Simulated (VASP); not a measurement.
Write the native input for VASP 6.6.1 that does the following.

```
Task                   : relaxation of shape and atoms at fixed volume
Functional             : PBE
Potentials or basis    : VASP PAW PBE potentials, release 64 (Br)
Cutoff                 : 600 eV
k mesh                 : 13 × 13 × 13
Occupations            : fermi-dirac, width 0.1 eV
Spin                   : no spin polarisation
Dipole correction      : no
Further INCAR settings : ALGO = Normal; EDIFF = 1e-06; IBRION = 2; EDIFFG = -0.005; NSW = 50; ISIF = 4
```

The structure of Br lies in POSCAR:

```
Br
1.0
   -2.1515859699      2.1515859699      1.4719721819
    2.1515859699     -2.1515859699      1.4719721819
    2.1515859699      2.1515859699     -1.4719721819
Br
2
Direct
   -0.3750000000     -0.1250000000     -0.2500000000
    0.3750000000      0.1250000000      0.2500000000
```

One way to write it, as run:

INCAR

```
SYSTEM = Br
ALGO     = Normal         ! electronic algorithm
EDIFF    = 1E-6           ! SCF threshold, eV
EDIFFG   = -0.005         ! ionic threshold
ENCUT    = 600            ! plane-wave cutoff, eV
GGA      = PE             ! functional
IBRION   = 2              ! ionic algorithm
ISIF     = 4              ! what is computed and relaxed
ISMEAR   = -1             ! smearing method
LASPH    = .TRUE.         ! aspherical terms in the spheres
LCHARG   = .FALSE.        ! write CHGCAR
LREAL    = .FALSE.        ! projectors in reciprocal space
LWAVE    = .FALSE.        ! write WAVECAR
NELM     = 100            ! most SCF steps
NSW      = 50             ! ionic steps
PREC     = Accurate       ! precision mode
SIGMA    = 0.1            ! smearing width, eV
```

KPOINTS

```
k-points
0
G
  13 13 13
  0 0 0
```

Potentials or basis: VASP PAW PBE potentials, release 64 (Br).

Launch:

```sh
$ cat potpaw_PBE.64/Br/POTCAR > POTCAR
$ mpirun -np 1 vasp_std > vasp.out
```

It gave:

| Item | Value |
| --- | --- |
| Energy gained by relaxing | 535.2 meV/atom |
| Ionic steps | 6 |
| Pressure after relaxing | 126.2 GPa |
| Band gap on the k mesh | zero (bands 7 and 8 overlap by 6.27 eV) |

It took 2.1 min on 1 thread of Intel(R) Xeon(R) Platinum 8488C (Sapphire Rapids), with other jobs on the host, peak memory 0.2 GiB.
